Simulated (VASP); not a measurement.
The system is Ni.

```
Ni
1.0
     3.52706    1.76353    1.76353
     1.76353    3.52706    1.76353
     1.76353    1.76353    3.52706
Ni
2
Direct
  0.00000 0.00000 0.00000
  0.50000 0.50000 0.50000
```

Base run:

```yaml
Program: VASP 6.6.1
Functional: PBE
Potentials_or_basis: VASP PAW PBE potentials, release 64 (Ni)
Cutoff: 520 eV
k_mesh: 13 × 13 × 13
Occupations: fermi-dirac, width 0.1 eV
Spin: collinear spin, ferromagnetic start
Starting_moments: "[2.0, 2.0] μB"
```

Its results: pressure -1.2 GPa; net moment 1.24 μB per cell.

**Question.** The run is repeated on the same cell with these changes: spin from collinear spin, ferromagnetic start to collinear spin, antiferromagnetic start; moments at the start from [2.0, 2.0] to [1.0, -1.0]. What comes out?

**Answer.** Pressure -2.0 GPa; net moment 0.00 μB per cell.

Caveats: the moments typed at the start vanished in this run (at least some runs).
